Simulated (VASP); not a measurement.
Write the native input for VASP 6.6.1 that does the following.

| Quantity | Value |
| --- | --- |
| Task | single point |
| Functional | PBE |
| Potentials or basis | VASP PAW PBE potentials, release 64 (Co, O) |
| Cutoff | 520 eV |
| k mesh | 10 × 10 × 10 |
| Occupations | gaussian, width 0.05 eV |
| Spin | collinear spin, ferromagnetic start |
| Starting moments | [2.87, 0.0] μB |
| Hubbard terms | Co d U = 4.3 eV |
| Dipole correction | no |
| Further INCAR settings | ALGO = Normal; EDIFF = 1e-06; NBANDS = 18 |

The structure of CoO lies in POSCAR:

```
CoO
1.0
   -1.5080004431      1.5080004431      2.1072503604
    1.5080004431     -1.5080004431      2.1072503604
    1.5080004431      1.5080004431     -2.1072503604
Co O
1 1
Direct
    0.0000000000      0.0000000000      0.0000000000
    0.5000000000      0.5000000000      0.0000000000
```

The input as run:

INCAR

```
ALGO     = Normal         # electronic algorithm
EDIFF    = 1E-6           # SCF threshold, eV
ENCUT    = 520            # plane-wave cutoff, eV
GGA      = PE             # functional
ISIF     = 2              # what is computed and relaxed
ISMEAR   = 0              # smearing method
ISPIN    = 2              # spin polarisation
LASPH    = True           # aspherical terms in the spheres
LCHARG   = False          # write CHGCAR
LDAU     = True           # DFT+U
LDAUJ    = 0 0          
LDAUL    = 2 -1           # shell
LDAUPRINT= 1            
LDAUTYPE = 2            
LDAUU    = 4.3 0          # U, eV
LMAXMIX  = 4              # l up to which the mixer works
LORBIT   = 11             # projections on sites
LREAL    = False          # projectors in reciprocal space
LWAVE    = False          # write WAVECAR
MAGMOM   = 2.87 0         # initial moments
NBANDS   = 18             # bands
NELM     = 150            # most SCF steps
PREC     = Accurate       # precision mode
SIGMA    = 0.05           # smearing width, eV
```

KPOINTS

```
k-points
0
Gamma
  10 10 10
```

Potentials or basis: VASP PAW PBE potentials, release 64 (Co, O).

The run is started by

```bash
$ cat potpaw_PBE.64/Co/POTCAR potpaw_PBE.64/O/POTCAR > POTCAR
$ mpirun -np 1 vasp_std > vasp.out
```

Results of the run:

| Quantity | Value |
| --- | --- |
| Pressure | 0.2 GPa |
| Band gap on the k mesh | zero (filled and empty bands overlap) |
| Net moment | 3.00 μB per cell |
| Site moments | Co +2.78; O +0.22 μB |
| Valence electrons inside the program's atomic spheres | Co 7.81; O 5.01 |

Caveat: a cell with one magnetic atom can't hold antiferromagnetic order, which such compounds often take.

Wall time 33 s on 1 thread of Intel(R) Xeon(R) Platinum 8559C (Emerald Rapids) (shared host), peak memory 0.18 GiB.
